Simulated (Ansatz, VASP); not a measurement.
# KSi2Sb3 in VASP and in Ansatz

INCAR

```
SYSTEM = KSi2Sb3
ALGO = Normal ; EDIFF = 1E-6
ENCUT = 520 ; GGA = PE
ISIF = 2 ; ISMEAR = 0
LASPH = .TRUE. ; LCHARG = .FALSE.
LREAL = .FALSE. ; LWAVE = .FALSE.
NBANDS = 25 ; NELM = 80
PREC = Accurate ; SIGMA = 0.1
```

KPOINTS

```
k-points
0
G
  3 3 2
  0 0 0
```

File POSCAR:

```
KSi2Sb3
1.0
    6.3525724500      0.0000000000      0.0000000000
   -3.1762862300      5.5014891300      0.0000000000
    0.0000000000      0.0000000000     10.0978265800
K Si Sb
1 2 3
Direct
    0.0000000000      0.0000000000      0.0000000000
    0.3333333300      0.6666666700      0.5000000000
    0.6666666700      0.3333333300      0.5000000000
    0.0000000000      0.0000000000      0.5000000000
    0.3333333300      0.6666666700      0.0000000000
    0.6666666700      0.3333333300      0.0000000000
```

Input for Ansatz:

```yaml
crystal:
  lattice:
    - [6.35257245, 0.0, 0.0]
    - [-3.17628623, 5.50148913, 0.0]
    - [0.0, 0.0, 10.09782658]
  atoms:
    - { symbol: K, position: [0.0, 0.0, 0.0] }
    - { symbol: Si, position: [0.33333333, 0.66666667, 0.5] }
    - { symbol: Si, position: [0.66666667, 0.33333333, 0.5] }
    - { symbol: Sb, position: [0.0, 0.0, 0.5] }
    - { symbol: Sb, position: [0.33333333, 0.66666667, 0.0] }
    - { symbol: Sb, position: [0.66666667, 0.33333333, 0.0] }
basis:
  ecutwfc: 420
kpoints:
  mp_grid: { grid: [3, 3, 2] }
hamiltonian:
  xc: pbe
scf:
  occupations: { method: gaussian, width: 0.1 }
  lower_state_search: "off"
output:
  forces: true
  stress: true
  eigenvalues: true
```

Alike in both runs: task single point; functional PBE; k mesh 3 × 3 × 2; occupations gaussian, width 0.1 eV; no spin polarisation.

```csv
,VASP,Ansatz
version,VASP 6.6.1,Ansatz 0.2.0
potentials or method,"VASP PAW PBE potentials, release 64 (K_sv, Si, Sb), cutoff 520 eV","scalar-relativistic, plane waves, PAW"
valence electrons in the cell,32,62
```

|  | VASP | Ansatz | Ansatz less VASP |
| --- | --- | --- | --- |
| gap on the k mesh at the Fermi level (eV) | none | none | - |
| pressure (GPa) | -4.7 | -4.7 | +0.01 |
| traceless stress, the component that is largest in VASP (GPa) | 3.70 | 3.70 | -0.001 |

A gap of «none» marks a metal or a gap that the smearing closes. With one functional, cell and mesh, what is left measures potentials, basis and numerics. VASP's potentials hold 32 valence electrons a cell and Ansatz's 62, so a difference there can come from the potentials and not from the codes.

The k mesh is coarse, so the values compare programs but aren't converged. Neither program's run includes spin-orbit coupling.
